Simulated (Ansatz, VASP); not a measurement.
## Zr: VASP beside Ansatz

INCAR

```
PREC     = Accurate       # precision mode
ENCUT    = 600            # plane-wave cutoff, eV
EDIFF    = 1E-6           # SCF threshold, eV
ISMEAR   = 0              # smearing method
SIGMA    = 0.1            # smearing width, eV
LREAL    = False          # projectors in reciprocal space
LASPH    = True           # aspherical terms in the spheres
NELM     = 60             # most SCF steps
ALGO     = Fast           # electronic algorithm
ISIF     = 3              # what is computed and relaxed
LWAVE    = False          # write WAVECAR
LCHARG   = False          # write CHGCAR
GGA      = PE             # functional
IBRION   = 2              # ionic algorithm
NSW      = 100            # ionic steps
EDIFFG   = -0.01          # ionic threshold
```

The input KPOINTS:

```
Automatic mesh
0
Gamma
  10 10 6
```

File POSCAR:

```
Zr
1.0
    2.9418799412     -2.9429806153      0.0000000000
    2.9418799412      2.9429806153      0.0000000000
    0.0000000000      0.0000000000      7.5230841671
Zr
5
Direct
    0.5000000000      0.0000000000      0.2987384511
    0.0000000000      0.5000000000      0.7012615489
    0.0000000000      0.5000000000      0.2987384511
    0.5000000000      0.0000000000      0.7012615489
    0.0000000000      0.0000000000      0.0000000000
```

Input for Ansatz:

```yaml
crystal:
  lattice:
    - [2.9418799412, -2.9429806153, 0.0]
    - [2.9418799412, 2.9429806153, 0.0]
    - [0.0, 0.0, 7.5230841671]
  atoms:
    - { symbol: Zr, position: [0.5, 0.0, 0.2987384511] }
    - { symbol: Zr, position: [0.0, 0.5, 0.7012615489] }
    - { symbol: Zr, position: [0.0, 0.5, 0.2987384511] }
    - { symbol: Zr, position: [0.5, 0.0, 0.7012615489] }
    - { symbol: Zr, position: [0.0, 0.0, 0.0] }
basis:
  ecutwfc: 420
kpoints:
  mp_grid: { grid: [10, 10, 6] }
hamiltonian:
  xc: pbe
scf:
  occupations: { method: gaussian, width: 0.1 }
output:
  forces: true
  stress: true
  eigenvalues: true
relax:
  adjacent_minimum: "off"
  f_tol: 0.01
  max_steps: 80
  cell: { stress_tol: 0.05 }
```

Alike in both runs: task relaxation of cell and atoms; functional PBE; k mesh 10 × 10 × 6; occupations gaussian, width 0.1 eV; no spin polarisation.

```csv
,VASP,Ansatz
version,VASP 6.6.1,Ansatz 0.2.0
potentials or method,"VASP PAW PBE potentials, release 64 (Zr_sv), cutoff 600 eV","scalar-relativistic, plane waves, PAW"
valence electrons in the cell,60,60
```

```tsv
	VASP	Ansatz	Ansatz less VASP
gap on the k mesh at the Fermi level, each at its own relaxed structure (eV)	none	none	-
relaxed volume (Å³/atom)	26.04	26.04	-0.007
relaxed cell length with the largest relative difference (Å)	7.519	7.521	+0.0022
```

A gap of «none» marks a metal or a gap that the smearing closes.
